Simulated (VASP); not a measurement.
# Ga2Sb2CO in VASP: further runs

Ga2Sb2CO is run at these levels: PBE+D3(BJ); tasks: single point.

Everything below comes from runs of VASP 6.6.1. Logs are shortened: lines on timing, memory, paths and dates and some standing lists are left out, and cuts for length are marked.

## Step 1: The cell of the first run

The cell holds a slab with vacuum, 6 atoms: a = 4.334 Å, b = 4.334 Å, c = 23.320 Å, α = 90.00°, β = 90.00°, γ = 120.00°.

## Step 2: Single point, PBE+D3(BJ)

Contents of INCAR:

```
SYSTEM = Ga2Sb2CO
  PREC = Accurate
  ENCUT = 520
  EDIFF = 1E-6
  ISMEAR = 0
  SIGMA = 0.1
  LREAL = .False.
  LASPH = .True.
  NELM = 120
  ALGO = Normal
  ISIF = 2
  LWAVE = .False.
  LCHARG = .False.
  LDIPOL = .True.
  IDIPOL = 3
  DIPOL = 0.5 0.5 0.353
  GGA = PE
  IVDW = 12
  NBANDS = 42
  GGA_COMPAT = .False.
  NELMDL = -8
```

Contents of KPOINTS:

```
Automatic mesh
0
Gamma
  6 6 1
  0 0 0
```

Contents of POSCAR:

```
Ga2Sb2CO
1.0
    4.3343814621      0.0000000000      0.0000000000
   -2.1671907311      3.7536844559      0.0000000000
    0.0000000000      0.0000000000     23.3197422777
Sb Ga O C
2 2 1 1
Direct
    0.0000000000      0.0000000000      0.1715284823
    0.3333333333      0.6666666667      0.3301590654
    0.3333333333      0.6666666667      0.2094685204
    0.6666666667      0.3333333333      0.3632005095
    1.3333333333      0.6666666667      0.4961350833
    1.3333333333      0.6666666667      0.5454495220
```

Potentials or basis: VASP PAW PBE potentials, release 64 (Sb_d_GW, Ga_d, O, C).

Started as:

```bash
$ cat potpaw_PBE.64/Sb_d_GW/POTCAR potpaw_PBE.64/Ga_d/POTCAR potpaw_PBE.64/O/POTCAR potpaw_PBE.64/C/POTCAR > POTCAR
$ mpirun -np 1 vasp_std > vasp.out
```

OUTCAR:

```text
SYSTEM = Ga2Sb2CO
   PREC = Accurate
   ENCUT = 520
   EDIFF = 1E-6
   ISMEAR = 0
   LREAL = .False.
   LASPH = .True.
   NELM = 120
   ISIF = 2
   GGA = PE
   IVDW = 12
   NELMDL = -8
 IVDW          = 12

 ion  position               nearest neighbor table
   1  0.000  0.000  0.172-   3 2.65   3 2.65   3 2.65
   2  0.333  0.667  0.330-   4 2.62   4 2.62   4 2.62   3 2.81
   3  0.333  0.667  0.209-   1 2.65   1 2.65   1 2.65   2 2.81
   4  0.667  0.333  0.363-   2 2.62   2 2.62   2 2.62
   5  0.333  0.667  0.496-   6 1.15
   6  0.333  0.667  0.545-   5 1.15

  LATTYP: Found a hexagonal cell.
 ALAT       =     4.3343814621
 C/A-ratio  =     5.3801776520

  Lattice vectors:

 A1 = (   4.3343814621,   0.0000000000,   0.0000000000)
 A2 = (  -2.1671907311,   3.7536844559,   0.0000000000)
 A3 = (   0.0000000000,   0.0000000000,  23.3197422777)

Analysis of symmetry for initial positions (statically):
=====================================================================
 Subroutine PRICEL returns:
 Original cell was already a primitive cell.

 Routine SETGRP: Setting up the symmetry group for a
 hexagonal supercell.

 Subroutine GETGRP returns: Found  6 space group operations
 (whereof  6 operations were pure point group operations)
 out of a pool of 24 trial point group operations.

The static configuration has the point symmetry C_3v.

Analysis of symmetry for dynamics (positions and initial velocities):
=====================================================================
 Subroutine PRICEL returns:
 Original cell was already a primitive cell.

 Routine SETGRP: Setting up the symmetry group for a
 hexagonal supercell.

 Subroutine GETGRP returns: Found  6 space group operations
 (whereof  6 operations were pure point group operations)
 out of a pool of 24 trial point group operations.

The dynamic configuration has the point symmetry C_3v.

 Subroutine INISYM returns: Found  6 space group operations
 (whereof  6 operations are pure point group operations),
 and found     1 'primitive' translations

----------------------------------------------------------------------------------------

                                     Primitive cell

  volume of cell :     379.4099

  direct lattice vectors                    reciprocal lattice vectors
     4.334381462  0.000000000  0.000000000     0.230713427  0.133202459  0.000000000
    -2.167190731  3.753684456  0.000000000     0.000000000  0.266404918  0.000000000
     0.000000000  0.000000000 23.319742278     0.000000000  0.000000000  0.042882121

  length of vectors
     4.334381462  4.334381462 23.319742278     0.266404918  0.266404918  0.042882121

  position of ions in fractional coordinates (direct lattice)
     0.000000000  0.000000000  0.171528482
     0.333333333  0.666666667  0.330159065
     0.333333333  0.666666667  0.209468520
     0.666666667  0.333333333  0.363200509
     0.333333333  0.666666667  0.496135083
     0.333333333  0.666666667  0.545449522

  ion indices of the primitive-cell ions
   primitive index   ion index
                 1           1
                 2           2
                 3           3
                 4           4
                 5           5
                 6           6

----------------------------------------------------------------------------------------

 KPOINTS: Automatic mesh

Automatic generation of k-mesh.
 Grid dimensions read from file:
 generate k-points for:    6    6    1

 Generating k-lattice:

  Cartesian coordinates                     Fractional coordinates (reciprocal lattice)
     0.038452238  0.022200410  0.000000000     0.166666667  0.000000000  0.000000000
     0.000000000  0.044400820  0.000000000     0.000000000  0.166666667  0.000000000
     0.000000000  0.000000000  0.042882121     0.000000000  0.000000000  1.000000000

  Length of vectors
     0.044400820  0.044400820  0.042882121

  Shift w.r.t. Gamma in fractional coordinates (k-lattice)
     0.000000000  0.000000000  0.000000000

 Subroutine IBZKPT returns following result:
 ===========================================

 Found      7 irreducible k-points:

 Following reciprocal coordinates:
            Coordinates               Weight
  0.000000  0.000000  0.000000      1.000000
  0.166667  0.000000  0.000000      6.000000
  0.333333  0.000000  0.000000      6.000000
  0.500000  0.000000  0.000000      3.000000
  0.166667  0.166667  0.000000      6.000000
  0.333333  0.166667  0.000000     12.000000
  0.333333  0.333333  0.000000      2.000000
   k-points           NKPTS =      7   k-points in BZ     NKDIM =      7   number of bands    NBANDS=     42
   number of dos      NEDOS =    301   number of ions     NIONS =      6
   total plane-waves  NPLWV = 184320
   dimension x,y,z NGX =    32 NGY =   32 NGZ =  180
   dimension x,y,z NGXF=    64 NGYF=   64 NGZF=  360
   ions per type =               2   2   1   1
   NGX,Y,Z   is equivalent  to a cutoff of  12.27, 12.27, 12.83 a.u.
   NGXF,Y,Z  is equivalent  to a cutoff of  24.55, 24.55, 25.66 a.u.
 SYSTEM =  Ga2Sb2CO
   PREC   = accura    normal or accurate (medium, high low for compatibility)
   ISTART =      0    job   : 0-new  1-cont  2-samecut
   ICHARG =      2    charge: 1-file 2-atom 10-const
   ISPIN  =      1    spin polarized calculation?
   LNONCOLLINEAR =      F non collinear calculations
   LSORBIT =      F    spin-orbit coupling
   LASPH  =      T    aspherical Exc in radial PAW
   ENCUT  =  520.0 eV  38.22 Ry    6.18 a.u.   8.06  8.06 43.36*2*pi/ulx,y,z
   NELM   =    120;   NELMIN=  2; NELMDL= -8     # of ELM steps
   EDIFF  = 0.1E-05   stopping-criterion for ELM
   LREAL  =      F    real-space projection
[... 7 lines left out ...]
   TEBEG  =    0.0;   TEEND  =   0.0 temperature during run
   PSTRESS=    0.0 pullay stress
   NELECT =      66.0000    total number of electrons
   NUPDOWN=      -1.0000    fix difference up-down
   EMIN   =  10.00;   EMAX   =-10.00  energy-range for DOS
   EFERMI =   0.00;   METHOD = LEGACY
   ISMEAR =     0;   SIGMA  =   0.10  broadening in eV -4-tet -1-fermi 0-gaus
   EFERMI_NEDOS =   21; number of points for ismear=-14 and -15
   IALGO  =     38    algorithm
   IMIX   =      4    mixing-type and parameters
     AMIX     =   0.40;   BMIX     =  1.00
     AMIX_MAG =   1.60;   BMIX_MAG =  1.00
  volume/ion in A,a.u.               =      63.23       426.73
  Fermi-wavevector in a.u.,A,eV,Ry     =   0.913875  1.726973 11.363133  0.835167
  Thomas-Fermi vector in A             =   2.038437
   LORBIT       =      0    0 simple, 1 ext, 2 COOP (PROOUT), +10 PAW based schemes
   GGA     = PE    functional components
   LHFCALC =     F    Hartree Fock is set to
   AEXX    =    0.0000 exact exchange contribution
   IVDW    =    12    specifies the selected vdW correction
   LEPSILON=     F    determine dielectric tensor
   LRPA    =     F    only Hartree local field effects (RPA)
 non-spin polarized calculation
 Gauss-broadening in eV      SIGMA  =   0.10
  energy-cutoff  :      520.00
  volume of cell :      379.41
 maximum number of plane-waves:     10242
   NGX = 17   NGY = 17   NGZ = 87

 dipolmoment           0.000000      0.000000      0.000070 electrons x Angstroem

 number of electron      66.0000001 magnetization

 dipolmoment           0.000000      0.000000     -0.099439 electrons x Angstroem

 Free energy of the ion-electron system (eV)
  ---------------------------------------------------
  ext. energy  EPLUGINS =         0.00000000
  ---------------------------------------------------
  free energy    TOTEN  =       -28.28027822 eV

  energy without entropy =      -28.27381305  energy(sigma->0) =      -28.27704564

 E-fermi :  -1.2473     XC(G=0):  -4.2220

 val. band max:       -1.2545224772   @ k =   0.0000   0.0000   0.0000
 cond. band min:      -1.2383686530   @ k =   0.3333   0.3333   0.0000
 fundamental gap:      0.0161538243
 Fermi energy:        -1.2473064641

 k-point     1 :       0.0000    0.0000    0.0000
  band No.  band energies     occupation
      1     -30.4633      2.00000
      2     -30.4492      2.00000
      3     -30.4492      2.00000
      4     -30.4345      2.00000
      5     -30.4345      2.00000
      6     -29.5149      2.00000
[... 34 lines left out ...]
     41       2.1970      0.00000
     42       2.7009      0.00000

 k-point     2 :       0.1667    0.0000    0.0000
  band No.  band energies     occupation
      1     -30.4627      2.00000
      2     -30.4495      2.00000
      3     -30.4487      2.00000
      4     -30.4347      2.00000
      5     -30.4340      2.00000
      6     -29.5151      2.00000
[... 34 lines left out ...]
     41       2.6362      0.00000
     42       2.8355      0.00000

 k-point     3 :       0.3333    0.0000    0.0000
  band No.  band energies     occupation
      1     -30.4616      2.00000
      2     -30.4502      2.00000
      3     -30.4478      2.00000
      4     -30.4349      2.00000
      5     -30.4326      2.00000
      6     -29.5154      2.00000
[... 34 lines left out ...]
     41       3.4882      0.00000
     42       3.5897      0.00000

 k-point     4 :       0.5000    0.0000    0.0000
  band No.  band energies     occupation
      1     -30.4610      2.00000
      2     -30.4505      2.00000
      3     -30.4474      2.00000
      4     -30.4351      2.00000
      5     -30.4319      2.00000
      6     -29.5156      2.00000
[... 34 lines left out ...]
     41       3.7247      0.00000
     42       4.0305      0.00000

 k-point     5 :       0.1667    0.1667    0.0000
  band No.  band energies     occupation
      1     -30.4618      2.00000
      2     -30.4499      2.00000
      3     -30.4481      2.00000
      4     -30.4347      2.00000
      5     -30.4332      2.00000
      6     -29.5150      2.00000
[... 34 lines left out ...]
     41       2.9823      0.00000
     42       3.1066      0.00000

 k-point     6 :       0.3333    0.1667    0.0000
  band No.  band energies     occupation
      1     -30.4609      2.00000
      2     -30.4501      2.00000
      3     -30.4478      2.00000
      4     -30.4346      2.00000
      5     -30.4325      2.00000
      6     -29.5148      2.00000
[... 34 lines left out ...]
     41       3.6017      0.00000
     42       3.9628      0.00000

 k-point     7 :       0.3333    0.3333    0.0000
  band No.  band energies     occupation
      1     -30.4604      2.00000
      2     -30.4497      2.00000
      3     -30.4483      2.00000
      4     -30.4334      2.00000
      5     -30.4334      2.00000
      6     -29.5136      2.00000
[... 34 lines left out ...]
     41       4.2283      0.00000
     42       4.4327      0.00000

------------------------ aborting loop because EDIFF is reached ----------------------------------------

 vacuum level on the upper side and lower side of the slab       (xc-potential included)        -0.551         0.533

 Edisp (eV)   -1.00133

 E8    (eV) :    -0.4657

  FORCE on cell =-STRESS in cart. coord.  units (eV):
  Direction    XX          YY          ZZ          XY          YZ          ZX
  --------------------------------------------------------------------------------------
  -------------------------------------------------------------------------------------
  Total      -0.13389    -0.13389    -0.93764     0.00000     0.00000     0.00000
  in kB      -0.56540    -0.56540    -3.95948     0.00000     0.00000     0.00000
  external pressure =       -1.70 kB  Pullay stress =        0.00 kB

 VOLUME and BASIS-vectors are now :
 -----------------------------------------------------------------------------
  energy-cutoff  :      520.00
  volume of cell :      379.41
      direct lattice vectors                 reciprocal lattice vectors
     4.334381462  0.000000000  0.000000000     0.230713427  0.133202459  0.000000000
    -2.167190731  3.753684456  0.000000000     0.000000000  0.266404918  0.000000000
     0.000000000  0.000000000 23.319742278     0.000000000  0.000000000  0.042882121

 POSITION                                       TOTAL-FORCE (eV/Angst)
 -----------------------------------------------------------------------------------
      0.00000      0.00000      4.00000         0.000000     -0.000000      0.155030
     -0.00000      2.50246      7.69922        -0.000000     -0.000000     -0.071529
     -0.00000      2.50246      4.88475         0.000000     -0.000000     -0.121137
      2.16719      1.25123      8.46974        -0.000000      0.000000     -0.005772
     -0.00000      2.50246     11.56974        -0.000000     -0.000000      0.707802
     -0.00000      2.50246     12.71974        -0.000000     -0.000000     -0.664394
 -----------------------------------------------------------------------------------
    total drift:                               -0.000001      0.000001     -0.005187

  FREE ENERGIE OF THE ION-ELECTRON SYSTEM (eV)
  ---------------------------------------------------
  free  energy   TOTEN  =       -29.2816038219 eV

  energy  without entropy=      -29.2751386542  energy(sigma->0) =      -29.27837124

 vacuum level on the upper side and lower side of the slab         2.525         3.633
```

Wall time 2.7 min (1 thread of Intel Xeon 6975P-C (Granite Rapids), shared host); peak memory 0.52 GiB.

What came out:

| Item | Value |
| --- | --- |
| Free energy | -29.2816 eV |
| Largest force | 0.708 eV/Å |
| Band gap on the k mesh | 0.02 eV (least direct gap 0.18 eV) |
| Dispersion energy per atom | -0.167 eV |

Forces on the atoms (eV/Å):
```
Sb   0.000  0.000  0.155
Sb   0.000  0.000 -0.072
Ga   0.000  0.000 -0.121
Ga   0.000  0.000 -0.006
O    0.000  0.000  0.708
C    0.000  0.000 -0.664
```

Caveat: spin-orbit coupling is left out, which moves the levels of the heavy elements.

## Step 3: Single point, PBE+D3(BJ)

Contents of INCAR:

```
SYSTEM = Ga2Sb2CO
PREC = Accurate
ENCUT = 520
EDIFF = 1E-6
ISMEAR = 0
SIGMA = 0.1
LREAL = .False.
LASPH = .True.
NELM = 120
ALGO = Normal
ISIF = 2
LWAVE = .False.
LCHARG = .False.
LDIPOL = .True.
IDIPOL = 3
DIPOL = 0.5 0.5 0.353
GGA = PE
IVDW = 12
NBANDS = 42
GGA_COMPAT = .False.
NELMDL = -8
```

KPOINTS is that of step 2.

Changes to POSCAR since step 2:

```diff
@@ -12,3 +12,3 @@
     0.6666666667      0.3333333333      0.3632005095
-    1.3333333333      0.6666666667      0.4961350833
-    1.3333333333      0.6666666667      0.5454495220
+    0.6666666667      0.3333333333      0.4961350833
+    0.6666666667      0.3333333333      0.5454495220
```

Potentials or basis: VASP PAW PBE potentials, release 64 (Sb_d_GW, Ga_d, O, C).

Started as:

```bash
$ cat potpaw_PBE.64/Sb_d_GW/POTCAR potpaw_PBE.64/Ga_d/POTCAR potpaw_PBE.64/O/POTCAR potpaw_PBE.64/C/POTCAR > POTCAR
$ mpirun -np 1 vasp_std > vasp.out
```

OUTCAR:

```text
SYSTEM = Ga2Sb2CO
   PREC = Accurate
   ENCUT = 520
   EDIFF = 1E-6
   ISMEAR = 0
   LREAL = .False.
   LASPH = .True.
   NELM = 120
   ISIF = 2
   GGA = PE
   IVDW = 12
   NELMDL = -8
 IVDW          = 12

 ion  position               nearest neighbor table
   1  0.000  0.000  0.172-   3 2.65   3 2.65   3 2.65
   2  0.333  0.667  0.330-   4 2.62   4 2.62   4 2.62   3 2.81
   3  0.333  0.667  0.209-   1 2.65   1 2.65   1 2.65   2 2.81
   4  0.667  0.333  0.363-   2 2.62   2 2.62   2 2.62
   5  0.667  0.333  0.496-   6 1.15
   6  0.667  0.333  0.545-   5 1.15
[... 512 lines left out ...]
  -------------------------------------------------------------------------------------
  Total       0.04020     0.04020    -0.73998    -0.00000     0.00000     0.00000
  in kB       0.16976     0.16976    -3.12478    -0.00000     0.00000     0.00000
  external pressure =       -0.93 kB  Pullay stress =        0.00 kB

 VOLUME and BASIS-vectors are now :
 -----------------------------------------------------------------------------
  energy-cutoff  :      520.00
  volume of cell :      379.41
      direct lattice vectors                 reciprocal lattice vectors
     4.334381462  0.000000000  0.000000000     0.230713427  0.133202459  0.000000000
    -2.167190731  3.753684456  0.000000000     0.000000000  0.266404918  0.000000000
     0.000000000  0.000000000 23.319742278     0.000000000  0.000000000  0.042882121

 POSITION                                       TOTAL-FORCE (eV/Angst)
 -----------------------------------------------------------------------------------
      0.00000      0.00000      4.00000        -0.000000     -0.000000      0.184574
     -0.00000      2.50246      7.69922        -0.000000     -0.000000      0.045339
     -0.00000      2.50246      4.88475         0.000000      0.000000     -0.177519
      2.16719      1.25123      8.46974        -0.000000     -0.000000     -0.159233
      2.16719      1.25123     11.56974        -0.000000     -0.000000      0.755369
      2.16719      1.25123     12.71974        -0.000000     -0.000000     -0.648530
 -----------------------------------------------------------------------------------
    total drift:                               -0.000001      0.000001     -0.009231

  FREE ENERGIE OF THE ION-ELECTRON SYSTEM (eV)
  ---------------------------------------------------
  free  energy   TOTEN  =       -29.2633817247 eV

  energy  without entropy=      -29.2566655280  energy(sigma->0) =      -29.26002363

 vacuum level on the upper side and lower side of the slab         2.280         3.831
```

OSZICAR:

```text
N       E                     dE             d eps       ncg     rms          rms(c)
DAV:   1     0.660118274870E+03    0.66012E+03   -0.26654E+04   920   0.105E+04
DAV:   2     0.165103979994E+03   -0.49501E+03   -0.47103E+03  1032   0.187E+03
DAV:   3    -0.253611193772E+01   -0.16764E+03   -0.16454E+03  1152   0.340E+02
DAV:   4    -0.269404323636E+02   -0.24404E+02   -0.24286E+02  1126   0.119E+02
[... 16 lines left out ...]
DAV:  21    -0.282643449610E+02   -0.72282E-04   -0.11147E-05   664   0.271E-02    0.299E-03
DAV:  22    -0.282643762294E+02   -0.31268E-04   -0.69714E-06   620   0.234E-02    0.194E-03
DAV:  23    -0.282643817212E+02   -0.54917E-05   -0.86696E-07   528   0.180E-02    0.864E-04
DAV:  24    -0.282643881381E+02   -0.64170E-05   -0.76600E-07   448   0.150E-02    0.482E-04
DAV:  25    -0.282643891128E+02   -0.97463E-06   -0.27807E-07   488   0.164E-02
   1 F= -.29263382E+02 E0= -.29260024E+02  d E =-.671620E-02
```

Run time: 4 min. Hardware: 1 thread of AMD EPYC 7R43 (Zen 3), shared host; peak memory 0.48 GiB.

Results:

- Free energy: -29.2634 eV
- Largest force: 0.755 eV/Å
- Band gap on the k mesh: 0.06 eV
- Dispersion energy per atom: -0.166 eV

Forces on the atoms (eV/Å):
```
Sb   0.000  0.000  0.185
Sb   0.000  0.000  0.045
Ga   0.000  0.000 -0.178
Ga   0.000  0.000 -0.159
O    0.000  0.000  0.755
C    0.000  0.000 -0.649
```

Caveat: spin-orbit coupling is left out, which moves the levels of the heavy elements.

(Part 1 of 2 ends here.)
